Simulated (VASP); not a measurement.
# ZrB (Fmmm) in VASP: further runs

The runs below take ZrB through single point, with LDA.

All numbers are computed with VASP 6.6.1; they aren't measurements. Logs are shortened: lines on timing, memory, paths and dates and some standing lists are left out, and cuts for length are marked.

## 1. The cell of the first run

The structure is orthorhombic, space group Fmmm (No. 69). The conventional cell has a = 4.605 Å, b = 4.831 Å, c = 5.008 Å, α = 90.00°, β = 90.00°, γ = 90.00°. Zr (site symmetry mmm) has 6 B at 2.30 to 2.50 Å within 3.0 Å. B (site symmetry mmm) has 6 Zr at 2.30 to 2.50 Å within 3.0 Å.

## 2. Single point, LDA (normal strain along x -0.0467, normal strain along z +0.0367)

Input file INCAR:

```
SYSTEM = ZrB
  PREC = Accurate
  ENCUT = 520
  EDIFF = 1E-6
  ISMEAR = 0
  SIGMA = 0.15
  LREAL = .False.
  LASPH = .True.
  NELM = 60
  ALGO = Normal
  ISIF = 2
  LWAVE = .False.
  LCHARG = .True.
  LELF = .True.
  LVHAR = .True.
  NBANDS = 14
```

Input file KPOINTS:

```
regular mesh
0
Gamma
  16 16 16
  0 0 0
```

Input file POSCAR:

```
ZrB
1.0
    0.0000000000      2.4153850465      2.5040296777
    2.3025865648      0.0000000000      2.5040296777
    2.3025865648      2.4153850465      0.0000000000
Zr B
1 1
Direct
    0.0000000000      0.0000000000      0.0000000000
    0.5000000000      0.5000000000      0.5000000000
```

Potentials or basis: VASP PAW LDA potentials, release 64 (Zr_sv, B).

The run is started by

```sh
> cat potpaw_LDA.64/Zr_sv/POTCAR potpaw_LDA.64/B/POTCAR > POTCAR
> mpirun -np 1 vasp_std > vasp.out
```

OUTCAR:

```text
SYSTEM = ZrB
   PREC = Accurate
   ENCUT = 520
   EDIFF = 1E-6
   ISMEAR = 0
   LREAL = .False.
   LASPH = .True.
   NELM = 60
   ISIF = 2

 ion  position               nearest neighbor table
   1  0.000  0.000  0.000-   2 2.30   2 2.30   2 2.42   2 2.42   2 2.50   2 2.50
   2  0.500  0.500  0.500-   1 2.30   1 2.30   1 2.42   1 2.42   1 2.50   1 2.50

  LATTYP: Found a face centered orthorhombic cell.
 ALAT       =     4.6051731296
 B/A-ratio  =     1.0489877269
 C/A-ratio  =     1.0874855764

  Lattice vectors:

 A1 = (   0.0000000000,   2.4153850465,   2.5040296777)
 A2 = (   2.3025865648,   0.0000000000,   2.5040296777)
 A3 = (   2.3025865648,   2.4153850465,   0.0000000000)

Analysis of symmetry for initial positions (statically):
=====================================================================
 Subroutine PRICEL returns:
 Original cell was already a primitive cell.

 Routine SETGRP: Setting up the symmetry group for a
 face centered orthorhombic supercell.

 Subroutine GETGRP returns: Found  8 space group operations
 (whereof  8 operations were pure point group operations)
 out of a pool of  8 trial point group operations.

The static configuration has the point symmetry D_2h.

Analysis of symmetry for dynamics (positions and initial velocities):
=====================================================================
 Subroutine PRICEL returns:
 Original cell was already a primitive cell.

 Routine SETGRP: Setting up the symmetry group for a
 face centered orthorhombic supercell.

 Subroutine GETGRP returns: Found  8 space group operations
 (whereof  8 operations were pure point group operations)
 out of a pool of  8 trial point group operations.

The dynamic configuration has the point symmetry D_2h.

 Subroutine INISYM returns: Found  8 space group operations
 (whereof  8 operations are pure point group operations),
 and found     1 'primitive' translations

----------------------------------------------------------------------------------------

                                     Primitive cell

  volume of cell :      27.8530

  direct lattice vectors                    reciprocal lattice vectors
     0.000000000  2.415385046  2.504029678    -0.217147102  0.207006332  0.199678145
     2.302586565  0.000000000  2.504029678     0.217147102 -0.207006332  0.199678145
     2.302586565  2.415385046  0.000000000     0.217147102  0.207006332 -0.199678145

  length of vectors
     3.479116202  3.401774466  3.337063052     0.360382917  0.360382917  0.360382917

  position of ions in fractional coordinates (direct lattice)
     0.000000000  0.000000000  0.000000000
     0.500000000  0.500000000  0.500000000

  ion indices of the primitive-cell ions
   primitive index   ion index
                 1           1
                 2           2

----------------------------------------------------------------------------------------

 KPOINTS: regular mesh

Automatic generation of k-mesh.
 Grid dimensions read from file:
 generate k-points for:   16   16   16

 Generating k-lattice:

  Cartesian coordinates                     Fractional coordinates (reciprocal lattice)
    -0.013571694  0.012937896  0.012479884     0.062500000  0.000000000  0.000000000
     0.013571694 -0.012937896  0.012479884    -0.000000000  0.062500000 -0.000000000
     0.013571694  0.012937896 -0.012479884     0.000000000  0.000000000  0.062500000

  Length of vectors
     0.022523932  0.022523932  0.022523932

  Shift w.r.t. Gamma in fractional coordinates (k-lattice)
     0.000000000  0.000000000  0.000000000

 Subroutine IBZKPT returns following result:
 ===========================================

 Found    621 irreducible k-points:

 Following reciprocal coordinates:
            Coordinates               Weight
  0.000000  0.000000  0.000000      1.000000
  0.062500  0.000000  0.000000      8.000000
  0.125000  0.000000  0.000000      8.000000
  0.187500  0.000000 -0.000000      8.000000
  0.250000  0.000000  0.000000      8.000000
  0.312500  0.000000 -0.000000      8.000000
[... 16 lines left out ...]
 -0.125000  0.062500  0.000000      8.000000
 -0.062500  0.062500  0.000000      4.000000
 [... further k-points ...]
   k-points           NKPTS =    621   k-points in BZ     NKDIM =    621   number of bands    NBANDS=     14
   number of dos      NEDOS =    301   number of ions     NIONS =      2
   total plane-waves  NPLWV =  21952
   dimension x,y,z NGX =    28 NGY =   28 NGZ =   28
   dimension x,y,z NGXF=    56 NGYF=   56 NGZF=   56
   ions per type =               1   1
   NGX,Y,Z   is equivalent  to a cutoff of  13.38, 13.68, 13.95 a.u.
   NGXF,Y,Z  is equivalent  to a cutoff of  26.76, 27.37, 27.90 a.u.
 SYSTEM =  ZrB
   PREC   = accura    normal or accurate (medium, high low for compatibility)
   ISTART =      0    job   : 0-new  1-cont  2-samecut
   ICHARG =      2    charge: 1-file 2-atom 10-const
   ISPIN  =      1    spin polarized calculation?
   LNONCOLLINEAR =      F non collinear calculations
   LSORBIT =      F    spin-orbit coupling
   LASPH  =      T    aspherical Exc in radial PAW
   ENCUT  =  520.0 eV  38.22 Ry    6.18 a.u.   6.47  6.33  6.20*2*pi/ulx,y,z
   NELM   =     60;   NELMIN=  2; NELMDL= -5     # of ELM steps
   EDIFF  = 0.1E-05   stopping-criterion for ELM
   LREAL  =      F    real-space projection
   EDIFFG = 0.1E-04   stopping-criterion for IOM
   NSW    =      0    number of steps for IOM
   IBRION =     -1    ionic relax: 0-MD 1-quasi-New 2-CG
   NFREE  =      0    steps in history (QN), initial steepest desc. (CG)
   ISIF   =      2    stress and relaxation
   ISYM   =      2    0-nonsym 1-usesym 2-fastsym
   POTIM  = 0.5000    time-step for ionic-motion
   TEBEG  =    0.0;   TEEND  =   0.0 temperature during run
   PSTRESS=    0.0 pullay stress
   NELECT =      15.0000    total number of electrons
   NUPDOWN=      -1.0000    fix difference up-down
   EMIN   =  10.00;   EMAX   =-10.00  energy-range for DOS
   EFERMI =   0.00;   METHOD = LEGACY
   ISMEAR =     0;   SIGMA  =   0.15  broadening in eV -4-tet -1-fermi 0-gaus
   EFERMI_NEDOS =   21; number of points for ismear=-14 and -15
   IALGO  =     38    algorithm
   IMIX   =      4    mixing-type and parameters
     AMIX     =   0.40;   BMIX     =  1.00
     AMIX_MAG =   1.60;   BMIX_MAG =  1.00
  volume/ion in A,a.u.               =      13.93        93.98
  Fermi-wavevector in a.u.,A,eV,Ry     =   1.331930  2.516982 24.137236  1.774037
  Thomas-Fermi vector in A             =   2.460903
   LORBIT       =      0    0 simple, 1 ext, 2 COOP (PROOUT), +10 PAW based schemes
   GGA     = CA    functional components
   LHFCALC =     F    Hartree Fock is set to
   AEXX    =    0.0000 exact exchange contribution
   IVDW    =     0    specifies the selected vdW correction
   LEPSILON=     F    determine dielectric tensor
   LRPA    =     F    only Hartree local field effects (RPA)
 non-spin polarized calculation
 Gauss-broadening in eV      SIGMA  =   0.15
  energy-cutoff  :      520.00
  volume of cell :       27.85
 maximum number of plane-waves:       769
 NGX is ok and might be reduce to    28
   NGX = 13   NGY = 13   NGZ = 13

 number of electron      15.0000000 magnetization

 Free energy of the ion-electron system (eV)
  ---------------------------------------------------
  ext. energy  EPLUGINS =         0.00000000
  ---------------------------------------------------
  free energy    TOTEN  =       -17.41661340 eV

  energy without entropy =      -17.40351173  energy(sigma->0) =      -17.41006256

 E-fermi :   7.8751     XC(G=0): -11.9036

 val. band max:        7.8743990494   @ k =  -0.3125   0.1250   0.4375
 cond. band min:       7.8827800530   @ k =   0.3125   0.1250   0.1875
 fundamental gap:      0.0083810037
 Fermi energy:         7.8751336597

 k-point     1 :       0.0000    0.0000    0.0000
  band No.  band energies     occupation
      1     -39.0732      2.00000
      2     -17.0459      2.00000
      3     -17.0317      2.00000
      4     -17.0131      2.00000
      5      -0.1662      2.00000
      6       9.2480      0.00000
      7       9.6211      0.00000
      8      10.0877      0.00000
      9      10.7653      0.00000
     10      11.2157      0.00000
     11      11.3923      0.00000
     12      11.4453      0.00000
     13      11.7113      0.00000
     14      18.8119      0.00000

 k-point     2 :       0.0625    0.0000    0.0000
  band No.  band energies     occupation
      1     -39.0703      2.00000
      2     -17.0644      2.00000
      3     -17.0385      2.00000
      4     -17.0206      2.00000
      5      -0.0713      2.00000
      6       9.1273      0.00000
      7       9.4442      0.00000
      8       9.9234      0.00000
      9      10.2470      0.00000
     10      10.5817      0.00000
     11      11.6119      0.00000
     12      12.1042      0.00000
     13      12.6610      0.00000
     14      19.0408      0.00000

 k-point     3 :       0.1250    0.0000    0.0000
  band No.  band energies     occupation
      1     -39.0618      2.00000
      2     -17.1381      2.00000
      3     -17.0476      2.00000
      4     -17.0306      2.00000
      5       0.2056      2.00000
      6       8.5932      0.00000
      7       8.8503      0.00000
      8       9.3331      0.00000
      9      10.1741      0.00000
     10      10.4218      0.00000
     11      11.8769      0.00000
     12      13.2257      0.00000
     13      13.9006      0.00000
     14      19.6617      0.00000
[... 324 lines left out ...]
 k-point    23 :      -0.1250    0.0625    0.0000
  band No.  band energies     occupation
      1     -39.0548      2.00000
      2     -17.1965      2.00000
      3     -17.0666      2.00000
      4     -17.0275      2.00000
      5       0.4438      2.00000
      6       8.2375      0.00063
      7       8.4895      0.00000
      8       8.8047      0.00000
      9      10.2523      0.00000
     10      10.6893      0.00000
     11      12.1970      0.00000
     12      13.1169      0.00000
     13      15.0864      0.00000
     14      20.1196      0.00000

 k-point    24 :      -0.0625    0.0625    0.0000
  band No.  band energies     occupation
      1     -39.0650      2.00000
      2     -17.1074      2.00000
      3     -17.0481      2.00000
      4     -17.0249      2.00000
      5       0.1002      2.00000
      6       8.8741      0.00000
      7       9.0355      0.00000
      8       9.5955      0.00000
      9      10.0422      0.00000
     10      10.5209      0.00000
     11      11.8634      0.00000
     12      12.2967      0.00000
     13      13.8101      0.00000
     14      19.4314      0.00000

 [... further k-points ...]
[... 5 lines left out ...]
  --------------------------------------------------------------------------------------
  -------------------------------------------------------------------------------------
  Total        3.3833601      0.3393047     -1.6713327      0.0000000      0.0000000      0.0000000
  in kB      194.6197877     19.5177014    -96.1394626      0.0000000      0.0000000      0.0000000
  external PRESSURE =      39.3326755 kB  Pullay stress =       0.0000000 kB

 VOLUME and BASIS-vectors are now :
 -----------------------------------------------------------------------------
  energy-cutoff  :      520.00
  volume of cell :       27.85
      direct lattice vectors                 reciprocal lattice vectors
     0.000000000  2.415385046  2.504029678    -0.217147102  0.207006332  0.199678145
     2.302586565  0.000000000  2.504029678     0.217147102 -0.207006332  0.199678145
     2.302586565  2.415385046  0.000000000     0.217147102  0.207006332 -0.199678145

 POSITION                                       TOTAL-FORCE (eV/Angst)
 -----------------------------------------------------------------------------------
      0.00000      0.00000      0.00000        -0.000000      0.000000      0.000000
      2.30259      2.41539      2.50403         0.000000      0.000000     -0.000000
 -----------------------------------------------------------------------------------
    total drift:                               -0.000000      0.000000      0.000000

  FREE ENERGIE OF THE ION-ELECTRON SYSTEM (eV)
  ---------------------------------------------------
  free  energy   TOTEN  =       -17.4166134010 eV

  energy  without entropy=      -17.4035117272  energy(sigma->0) =      -17.41006256
```

It took 2.9 min on 1 thread of Intel Xeon Platinum 8488C (Sapphire Rapids), shared host; peak memory 0.35 GiB.

What came out:

- Free energy: -17.4166 eV
- Pressure: 3.9 GPa

Stress tensor (GPa, compression positive):
```
19.46  0.00  0.00
 0.00  1.95  0.00
 0.00  0.00 -9.61
```

Levels at points of the mesh, in eV from the Fermi level:
| k point | band 6 | band 7 | band 8 | band 9 | band 10 | band 11 |
| --- | --- | --- | --- | --- | --- | --- |
| (0.00, 0.00, 0.00) | 1.37 | 1.75 | 2.21 | 2.89 | 3.34 | 3.52 |
| (0.50, 0.00, 0.00) | -3.80 | -1.39 | -1.20 | 4.86 | 5.35 | 6.55 |
| (0.50, 0.50, 0.00) | -1.00 | -0.87 | 2.38 | 2.63 | 4.77 | 5.87 |
| (0.50, 0.00, 0.50) | -0.88 | -0.63 | 2.11 | 2.47 | 4.70 | 5.66 |
| (0.00, 0.50, 0.50) | -0.97 | -0.05 | 1.89 | 2.00 | 4.92 | 5.83 |

Caveat: the cell differs from its parent crystal (normal strain along x -0.0467, normal strain along z +0.0367).

(Part 1 of 2 ends here.)
